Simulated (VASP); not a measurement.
Runs of VASP 6.6.1 on Rh. The structure is that of space group Cmcm (No. 63), or close to it. The cells are those of the table. 

```tsv
cell	further INCAR settings	gap on the mesh (eV)	pressure (GPa)	largest force (eV/Å)
a = 2.479, b = 2.628, c = 9.367 Å, angles 90.0, 90.0, 118.1°, 4 atoms	ALGO = Fast; EDIFF = 1e-06; NBANDS = 38	none	7.9	0.10
a = 2.921, b = 2.492, c = 9.048 Å, angles 90.0, 90.0, 125.9°, 4 atoms	ALGO = Fast; EDIFF = 1e-06; NBANDS = 38	none	15.7	0.50
a = 2.528, b = 2.981, c = 7.767 Å, angles 90.0, 90.0, 115.1°, 4 atoms	ALGO = Fast; EDIFF = 1e-07; NBANDS = 38	none	23.7	1.01
a = 3.117, b = 2.688, c = 7.767 Å, angles 90.0, 90.0, 125.4°, 4 atoms	ALGO = Fast; EDIFF = 1e-07; NBANDS = 38	none	(b)	1.59
a = 2.823, b = 2.395, c = 9.688 Å, angles 90.0, 90.0, 126.1°, 4 atoms	ALGO = Fast; EDIFF = 1e-06; NBANDS = 38	none	(a)	0.22
```

Alike in all rows: task single point; level PBEsol; potentials or basis VASP PAW PBE potentials, release 64 (Rh_pv); no spin polarisation; k mesh 18 × 18 × 6; cutoff (eV) 520; smearing gaussian 0.15 eV.

**Question.** Estimate the missing entries.

**Answer.** (a) 31.4; (b) 20.0.

Caveats: the PAW data sets were made with another functional, which shifts forces and pressure a little; the stress differs along the axes, from -21 to 40 GPa (at least some runs); the stress differs along the axes, from -11 to 56 GPa (at least some runs); the stress differs along the axes, from -9 to 43 GPa (at least some runs); the stress differs along the axes, from -1 to 45 GPa (at least some runs); the stress differs along the axes, from -21 to 92 GPa (at least some runs).

A k mesh can miss the band edges, and the runs leave out spin-orbit coupling on Rh.

A gap of «none» marks levels without a gap at the run's occupations.
